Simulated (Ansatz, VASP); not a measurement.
**HfO2 in VASP and in Ansatz**

Contents of INCAR:

```
SYSTEM = HfO2
ALGO = Normal
EDIFF = 1E-6
ENCUT = 520
GGA = PE
ISIF = 2
ISMEAR = 0
LASPH = .True.
LCHARG = .False.
LREAL = .False.
LWAVE = .False.
NBANDS = 31
NELM = 60
PREC = Accurate
SIGMA = 0.05
```

Contents of KPOINTS:

```
k-points
0
Gamma
  6 6 4
  0 0 0
```

The input POSCAR:

```
HfO2
1.0
    3.6043047840      0.0000000000      0.0000000000
    0.0000000000      3.6043047840      0.0000000000
    0.0000000000      0.0000000000      5.2639672632
Hf O
2 4
Direct
    0.5000000000      0.5000000000      0.5000000000
    0.0000000000      0.0000000000      0.0000000000
    0.0483221664      0.5000000000      0.7119288146
    0.5000000000      0.0000000000      0.8067479052
    0.5000000000      0.0000000000      0.3067479052
    0.0000000000      0.5000000000      0.1932520948
```

Input for Ansatz:

```yaml
crystal:
  lattice:
    - [3.604304784, 0.0, 0.0]
    - [0.0, 3.604304784, 0.0]
    - [0.0, 0.0, 5.2639672632]
  atoms:
    - { symbol: Hf, position: [0.5, 0.5, 0.5] }
    - { symbol: Hf, position: [0.0, 0.0, 0.0] }
    - { symbol: O, position: [0.0483221664, 0.5, 0.7119288146] }
    - { symbol: O, position: [0.5, 0.0, 0.8067479052] }
    - { symbol: O, position: [0.5, 0.0, 0.3067479052] }
    - { symbol: O, position: [0.0, 0.5, 0.1932520948] }
basis:
  ecutwfc: 420
kpoints:
  mp_grid: { grid: [6, 6, 4] }
hamiltonian:
  xc: pbe
scf:
  occupations: { method: gaussian, width: 0.05 }
output:
  forces: true
  stress: true
  eigenvalues: true
```

Alike in both runs: task single point; functional PBE; k mesh 6 × 6 × 4; occupations gaussian, width 0.05 eV; no spin polarisation.

```csv
,VASP,Ansatz
version,VASP 6.6.1,Ansatz 0.2.0
potentials or method,"VASP PAW PBE potentials, release 64 (Hf_pv, O), cutoff 520 eV","scalar-relativistic, plane waves, PAW"
valence electrons in the cell,44,76
```

|  | VASP | Ansatz | Ansatz less VASP |
| --- | --- | --- | --- |
| gap on the k mesh at the Fermi level (eV) | 4.54 | 4.54 | 0.000 |
| least direct gap on the mesh (eV) | 4.61 | 4.62 | +0.016 |
| pressure (GPa) | -2.3 | 0.8 | +3.12 |
| traceless stress, the component that is largest in VASP (GPa) | -2.97 | -3.18 | -0.202 |
| rms of the force components (eV/Å) | 0.755 | 0.765 | +0.0101 |

Atom by atom the forces differ by 0.026 eV/Å (rms over components). VASP's potentials hold 44 valence electrons a cell and Ansatz's 76, so a difference there can come from the potentials and not from the codes.

Neither program's run includes spin-orbit coupling.
